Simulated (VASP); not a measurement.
# Co8Si14Ge (a cell with a defect) in VASP: further runs

The runs below take Co8Si14Ge (a cell with a defect) through single point, with PBE.

Everything below comes from runs of VASP 6.6.1. Logs are shortened: lines on timing, memory, paths and dates and some standing lists are left out, and cuts for length are marked.

## 1. The cell of the first run

The cell holds a defect, 23 atoms: a = 7.575 Å, b = 7.575 Å, c = 7.575 Å, α = 60.00°, β = 60.00°, γ = 60.00°.

## 2. Single point, PBE, collinear spin, zero start

Input file INCAR:

```
SYSTEM = Co8Si14Ge
PREC = Accurate
ENCUT = 520
EDIFF = 1E-6
ISMEAR = -1
SIGMA = 0.02
LREAL = Auto
LASPH = .True.
NELM = 150
ALGO = Normal
ISIF = 2
LWAVE = .False.
LCHARG = .True.
ISPIN = 2
MAGMOM = 0 0 0 0 0 0 0 0 0 0 0 0 0 0 0 0 0 0 0 0 0 0 0
LORBIT = 11
LMAXMIX = 4
GGA = PE
LELF = .True.
LVHAR = .True.
NBANDS = 92
```

Input file KPOINTS:

```
Automatic mesh
0
Gamma
  2 2 2
  0 0 0
```

Input file POSCAR:

```
Co8Si14Ge
1.0
    0.0000000000      5.3560000000      5.3560000000
    5.3560000000      0.0000000000      5.3560000000
    5.3560000000      5.3560000000      0.0000000000
Co Si Ge
8 14 1
Direct
   -0.0135770164      0.0095021471      0.0098160007
   -0.0025194175     -0.0012356236      0.5048881628
   -0.0026791449      0.5054388536     -0.0014175691
    0.0202144324      0.4881649552      0.4885872853
    0.4954811426      0.0086811053      0.0087727782
    0.5009405340     -0.0309847834      0.5280338872
    0.5023024645      0.5279927184     -0.0331138910
    0.4990364078      0.4886600075      0.4888821882
    0.1197657767      0.1322381441      0.1318845220
    0.1205734690      0.1195971807      0.6335740291
    0.3734201830      0.3801623413      0.8671709298
    0.1197546677      0.6339452950      0.1197966766
    0.3736126774      0.8669967326      0.3802260082
    0.1238621173      0.6241406833      0.6239386669
    0.3570182039      0.8915561053      0.8935445295
    0.8787325429      0.3701242532      0.3699220500
    0.6248275765      0.1207401979      0.6305630134
    0.8785987677      0.3806743839      0.8654154220
    0.6249888910      0.6309915049      0.1209104742
    0.8784893577      0.8650922330      0.3808172143
    0.6485887789      0.6006606609      0.6036778379
    0.8733613704      0.8746490851      0.8741016617
    0.4032472928      0.3372568148      0.3390172704
```

Potentials or basis: VASP PAW PBE potentials, release 64 (Co, Si, Ge_d).

Launch:

```console
cat potpaw_PBE.64/Co/POTCAR potpaw_PBE.64/Si/POTCAR potpaw_PBE.64/Ge_d/POTCAR > POTCAR
mpirun -np 1 vasp_std > vasp.out
```

OUTCAR:

```text
SYSTEM = Co8Si14Ge
   PREC = Accurate
   ENCUT = 520
   EDIFF = 1E-6
   ISMEAR = -1
   LREAL = Auto
   LASPH = .True.
   NELM = 150
   ISIF = 2
   ISPIN = 2
   LORBIT = 11
   GGA = PE

 ion  position               nearest neighbor table
   1  0.986  0.010  0.010-  15 2.29  20 2.30  18 2.30  12 2.32  10 2.33   9 2.34  22 2.37
   2  0.997  0.999  0.505-  22 2.28  16 2.30  10 2.30  17 2.30   9 2.31  14 2.32  13 2.33  20 2.33

   3  0.997  0.505  0.999-  22 2.28  16 2.30  12 2.30  19 2.30   9 2.31  14 2.32  11 2.33  18 2.33

   4  0.020  0.488  0.489-  10 2.29  12 2.29  21 2.30  14 2.32  18 2.33  20 2.33  16 2.34  23 2.39
[... 21 lines left out ...]
                            12 2.71  10 2.71
  17  0.625  0.121  0.631-   8 2.28   2 2.30   5 2.34   6 2.35  22 2.64  11 2.66  15 2.67  16 2.70
                            20 2.71  23 2.78
  18  0.879  0.381  0.865-   1 2.30   3 2.33   7 2.33   4 2.33  14 2.62  10 2.64  21 2.64  19 2.71
                             9 2.72
  19  0.625  0.631  0.121-   8 2.28   3 2.30   5 2.34   7 2.36  22 2.64  13 2.65  15 2.66  16 2.69
                            18 2.71  23 2.79
  20  0.878  0.865  0.381-   1 2.30   2 2.33   4 2.33   6 2.34  14 2.62  12 2.64  21 2.66  17 2.71
                             9 2.73
  21  0.649  0.601  0.604-   7 2.27   6 2.30   4 2.30   8 2.33  16 2.49  18 2.64  20 2.66  11 2.67
                            13 2.68  15 3.11
  22  0.873  0.875  0.874-   3 2.28   2 2.28   5 2.34   1 2.37  19 2.64  17 2.64  12 2.64  10 2.64
                            14 2.68
  23  0.403  0.337  0.339-   6 2.32   7 2.34   4 2.39   8 2.47  10 2.71  12 2.73  17 2.78  19 2.79

  LATTYP: Found a face centered cubic cell.
 ALAT       =    10.7120000000

  Lattice vectors:

 A1 = (   0.0000000000,   5.3560000000,   5.3560000000)
 A2 = (   5.3560000000,   0.0000000000,   5.3560000000)
 A3 = (   5.3560000000,   5.3560000000,   0.0000000000)

Analysis of symmetry for initial positions (statically):
=====================================================================
 Subroutine PRICEL returns:
 Original cell was already a primitive cell.

 Routine SETGRP: Setting up the symmetry group for a
 face centered cubic supercell.

 Subroutine GETGRP returns: Found  1 space group operations
 (whereof  1 operations were pure point group operations)
 out of a pool of 48 trial point group operations.

The static configuration has the point symmetry C_1 .

Analysis of symmetry for dynamics (positions and initial velocities):
=====================================================================
 Subroutine PRICEL returns:
 Original cell was already a primitive cell.

 Routine SETGRP: Setting up the symmetry group for a
 face centered cubic supercell.

[... 188 lines left out ...]
  free energy    TOTEN  =      -144.65765035 eV

  energy without entropy =     -144.62575701  energy(sigma->0) =     -144.64170368

 E-fermi :   9.3565     XC(G=0): -11.5926

 val. band max:        9.3482033861   @ k =   0.5000   0.5000   0.0000
 cond. band min:       9.3663761617   @ k =   0.0000   0.5000   0.5000
 fundamental gap:      0.0181727756
 Fermi energy:         9.3564801449

 spin component 1

 k-point     1 :       0.0000    0.0000    0.0000
  band No.  band energies     occupation
      1     -15.0912      1.00000
      2     -15.0732      1.00000
      3     -15.0652      1.00000
      4     -15.0542      1.00000
      5     -15.0460      1.00000
      6      -3.5279      1.00000
[... 677 lines left out ...]
     82      12.3687      0.00000
     83      12.4723      0.00000
 Fermi energy:         9.3564801449

 spin component 2

 k-point     1 :       0.0000    0.0000    0.0000
  band No.  band energies     occupation
      1     -15.0912      1.00000
      2     -15.0732      1.00000
      3     -15.0652      1.00000
      4     -15.0542      1.00000
      5     -15.0460      1.00000
      6      -3.5280      1.00000
[... 677 lines left out ...]
     82      12.3686      0.00000
     83      12.4722      0.00000
 [bands above 83 left out]

------------------------ aborting loop because EDIFF is reached ----------------------------------------

  FORCE on cell =-STRESS in cart. coord.  units (eV):
  Direction    XX          YY          ZZ          XY          YZ          ZX
  --------------------------------------------------------------------------------------
  -------------------------------------------------------------------------------------
  Total        1.0492264      1.1484528      1.1507574     -0.9708691     -4.8077412     -1.0000377
  in kB        5.4705136      5.9878653      5.9998813     -5.0619701    -25.0668617     -5.2140509
  external PRESSURE =       5.8194201 kB  Pullay stress =       0.0000000 kB

 VOLUME and BASIS-vectors are now :
 -----------------------------------------------------------------------------
  energy-cutoff  :      520.00
  volume of cell :      307.29
      direct lattice vectors                 reciprocal lattice vectors
     0.000000000  5.356000000  5.356000000    -0.093353249  0.093353249  0.093353249
     5.356000000  0.000000000  5.356000000     0.093353249 -0.093353249  0.093353249
     5.356000000  5.356000000  0.000000000     0.093353249  0.093353249 -0.093353249

 POSITION                                       TOTAL-FORCE (eV/Angst)
 -----------------------------------------------------------------------------------
      0.10347      5.33586      5.33418         0.071539     -0.111171     -0.095619
      8.05356      8.04669     10.69189        -0.111189      0.059234     -0.087034
      8.05554     10.69006      8.04878        -0.123642     -0.082199      0.056182
      5.23149      2.72514      2.72288         0.148049     -0.171065     -0.140452
      0.09348      2.70078      2.70029         0.096516      0.095884      0.102788
      8.01819      5.51119      7.87308        -0.253553      0.106281     -0.147901
[... 15 lines left out ...]
      9.36631      9.35941      9.36234         0.192633      0.050784      0.046159
      3.62212      3.97557      3.96614         0.322037      0.055754      0.248256
 -----------------------------------------------------------------------------------
    total drift:                                0.003386      0.005181      0.003058

  FREE ENERGIE OF THE ION-ELECTRON SYSTEM (eV)
  ---------------------------------------------------
  free  energy   TOTEN  =      -144.6576503480 eV

  energy  without entropy=     -144.6257570136  energy(sigma->0) =     -144.64170368

 total charge

# of ion       s       p       d       tot
------------------------------------------
    1        0.513   0.609   7.555   8.678
    2        0.543   0.735   7.614   8.892
    3        0.544   0.736   7.615   8.894
    4        0.534   0.707   7.602   8.843
    5        0.514   0.615   7.558   8.686
    6        0.517   0.612   7.548   8.677
[... 15 lines left out ...]
   22        0.734   0.870   0.000   1.604
   23        1.122   1.171  10.091  12.383
--------------------------------------------------
tot         15.527  18.668  70.733 104.928

 magnetization (x)

# of ion       s       p       d       tot
------------------------------------------
    1       -0.000  -0.000  -0.000  -0.000
    2       -0.000  -0.000  -0.000  -0.000
    3       -0.000  -0.000  -0.000  -0.000
    4       -0.000  -0.000  -0.000  -0.000
    5       -0.000  -0.000  -0.001  -0.001
    6       -0.000  -0.000  -0.001  -0.001
[... 15 lines left out ...]
   22       -0.000  -0.000   0.000  -0.000
   23       -0.000  -0.000  -0.000  -0.000
--------------------------------------------------
tot         -0.000  -0.001  -0.003  -0.004
```

stdout:

```text
POSCAR found type information on POSCAR CoSiGe
 POSCAR found :  3 types and      23 ions
 scaLAPACK will be used
 LDA part: xc-table for (Slater+PW92), standard interpolation
 POSCAR, INCAR and KPOINTS ok, starting setup
 FFT: planning ... GRIDC
 FFT: planning ... GRID_SOFT
 FFT: planning ... GRID
 WAVECAR not read
 entering main loop
```

Wall time 15 min (1 thread of Intel Xeon 6975P-C (Granite Rapids), shared host); peak memory 0.72 GiB.

What came out:

```yaml
Free_energy: -144.6577 eV
Pressure: 0.6 GPa
Largest_force: 0.410 eV/Å
Band_gap_on_the_k_mesh: zero (filled and empty bands overlap)
Net_moment: 0.00 μB per cell
Valence_electrons_inside_the_program's_atomic_spheres: Co 8.68, 8.89, 8.84, 8.69, 8.80 (each value once); Si 1.59, 1.60, 1.61 (each value once); Ge 12.38
```

Forces on the atoms (eV/Å):
```
Co   0.072 -0.111 -0.096
Co  -0.111  0.059 -0.087
Co  -0.124 -0.082  0.056
Co   0.148 -0.171 -0.140
Co   0.097  0.096  0.103
Co  -0.254  0.106 -0.148
Co  -0.030  0.025 -0.107
Co   0.127  0.125  0.144
Si  -0.052 -0.029 -0.039
Si  -0.228  0.031 -0.112
Si   0.102 -0.110  0.004
Si  -0.271 -0.045  0.045
Si   0.109  0.022 -0.107
Si  -0.010  0.028  0.026
Si  -0.189 -0.041  0.048
Si  -0.147 -0.011 -0.022
Si  -0.181  0.172 -0.058
Si   0.140  0.021  0.052
Si  -0.220 -0.069  0.127
Si   0.158  0.043 -0.007
Si   0.349 -0.164  0.025
Si   0.193  0.051  0.046
Ge   0.322  0.056  0.248
```

Caveat: the k points lie up to 0.51 Å⁻¹ apart; no moment was typed at the start, so none could form.

## 3. Single point, PBE, collinear spin, zero start

Input file INCAR:

```
SYSTEM = Co8Si14Ge
  PREC = Accurate
  ENCUT = 520
  EDIFF = 1E-7
  ISMEAR = -1
  SIGMA = 0.02
  LREAL = Auto
  LASPH = .True.
  NELM = 150
  ALGO = Normal
  ISIF = 2
  LWAVE = .False.
  LCHARG = .False.
  ISPIN = 2
  MAGMOM = 0 0 0 0 0 0 0 0 0 0 0 0 0 0 0 0 0 0 0 0 0 0 0
  LORBIT = 11
  LMAXMIX = 4
  GGA = PE
  NBANDS = 92
```

KPOINTS is that of step 2.

Input file POSCAR:

```
Co8Si14Ge
1.0
    0.0000000000      5.3560000000      5.3560000000
    5.3560000000      0.0000000000      5.3560000000
    5.3560000000      5.3560000000      0.0000000000
Co Si Ge
8 14 1
Direct
   -0.0188899365      0.0127633495      0.0131399365
   -0.0009550971     -0.0031065161      0.5048505414
   -0.0011474048      0.5055850448     -0.0036011016
    0.0285865385      0.4831664488      0.4835127894
    0.4933115198      0.0132312360      0.0136061426
    0.5012799664     -0.0422019231      0.5398324309
    0.5024705004      0.5420763630     -0.0457809933
    0.5030257655      0.4856577670      0.4860194175
    0.1146937080      0.1350717886      0.1346434839
    0.1169073936      0.1187916355      0.6398963779
    0.3759334391      0.3807702577      0.8614592046
    0.1160986744      0.6398217886      0.1191972554
    0.3764219567      0.8612940627      0.3810128827
    0.1239233570      0.6252381441      0.6248604369
    0.3487707244      0.9004064600      0.9025636669
    0.8822526139      0.3666198656      0.3660905527
    0.6228806945      0.1209557506      0.6349538835
    0.8812304892      0.3803456871      0.8623667849
    0.6231538462      0.6347531740      0.1213932039
    0.8808713592      0.8620914862      0.3806191187
    0.6539339993      0.5951197722      0.5976063294
    0.8751287341      0.8738473674      0.8729427745
    0.4435502240      0.2927367438      0.2970222181
```

Potentials or basis: VASP PAW PBE potentials, release 64 (Co, Si, Ge_d).

Launch:

```console
cat potpaw_PBE.64/Co/POTCAR potpaw_PBE.64/Si/POTCAR potpaw_PBE.64/Ge_d/POTCAR > POTCAR
mpirun -np 1 vasp_std > vasp.out
```

It took 16 min on 1 thread of Intel Xeon 6975P-C (Granite Rapids), shared host; peak memory 0.73 GiB.

Results (log left out):

| Property | Result |
| --- | --- |
| Free energy | -144.3213 eV |
| Pressure | 0.6 GPa |
| Largest force | 0.809 eV/Å |
| Band gap on the k mesh | zero (filled and empty bands overlap) |
| Net moment | 0.00 μB per cell |
| Valence electrons inside the program's atomic spheres | Co 8.72, 8.89, 8.90, 8.75, 8.70, 8.69, 8.68, 8.76; Si 1.60, 1.61 (each value once); Ge 12.28 |

Forces in eV/Å, atoms in the order of the input:
```
Co   0.110 -0.085 -0.064
Co  -0.072  0.068 -0.131
Co  -0.084 -0.113  0.063
Co   0.006 -0.067 -0.045
Co   0.083  0.029  0.051
Co  -0.170  0.292 -0.330
Co   0.007  0.066 -0.190
Co  -0.094 -0.011  0.007
Si  -0.111  0.017  0.009
Si  -0.262  0.039 -0.058
Si   0.176 -0.072  0.042
Si  -0.310 -0.011  0.070
Si   0.154  0.027 -0.099
Si  -0.212  0.011  0.010
Si  -0.429 -0.049  0.085
Si  -0.015  0.025  0.005
Si  -0.176  0.191 -0.088
Si   0.116 -0.100  0.116
Si  -0.210 -0.111  0.170
Si   0.111  0.119 -0.098
Si   0.387 -0.071  0.109
Si   0.310  0.017 -0.011
Ge   0.684 -0.211  0.378
```

Stress tensor (GPa, compression positive):
```
 1.18 -0.06 -0.01
-0.06  0.35 -5.02
-0.01 -5.02  0.32
```

Levels at points of the mesh, in eV from the Fermi level:
Spin up:
```
           k point  band 68  band 69  band 70  band 71  band 72  band 73  band 74  band 75
(0.00, 0.00, 0.00)    -0.24    -0.01     0.12     0.23     0.49     0.76     1.07     1.29
(0.50, 0.00, 0.00)    -0.56    -0.51    -0.33    -0.21     0.02     0.26     1.26     1.38
(0.00, 0.50, 0.00)    -0.61    -0.59    -0.53    -0.37    -0.16     0.01     1.16     1.43
(0.00, 0.00, 0.50)    -0.60    -0.59    -0.53    -0.36    -0.16     0.00     1.16     1.44
(0.50, 0.50, 0.50)    -0.55    -0.50    -0.34    -0.16     0.03     0.18     1.28     1.38
(0.50, 0.50, 0.00)    -0.29    -0.20    -0.05    -0.03     0.18     0.21     0.52     0.61
(0.00, 0.50, 0.50)    -0.21    -0.15    -0.12     0.00     0.26     0.38     0.43     0.61
(0.50, 0.00, 0.50)    -0.29    -0.21    -0.05    -0.03     0.18     0.20     0.52     0.61
```
Spin down:
| k point | band 69 | band 70 | band 71 | band 72 | band 73 | band 74 |
| --- | --- | --- | --- | --- | --- | --- |
| (0.00, 0.00, 0.00) | -0.01 | 0.12 | 0.23 | 0.49 | 0.76 | 1.07 |
| (0.50, 0.00, 0.00) | -0.51 | -0.33 | -0.21 | 0.02 | 0.26 | 1.26 |
| (0.00, 0.50, 0.00) | -0.59 | -0.53 | -0.37 | -0.16 | 0.01 | 1.16 |
| (0.00, 0.00, 0.50) | -0.59 | -0.53 | -0.36 | -0.16 | 0.00 | 1.16 |
| (0.50, 0.50, 0.50) | -0.50 | -0.34 | -0.16 | 0.03 | 0.18 | 1.28 |
| (0.50, 0.50, 0.00) | -0.20 | -0.05 | -0.03 | 0.18 | 0.21 | 0.52 |
| (0.00, 0.50, 0.50) | -0.15 | -0.12 | 0.00 | 0.26 | 0.38 | 0.43 |
| (0.50, 0.00, 0.50) | -0.21 | -0.05 | -0.03 | 0.18 | 0.20 | 0.52 |

Caveat: the k points lie up to 0.51 Å⁻¹ apart; no moment was typed at the start, so none could form.
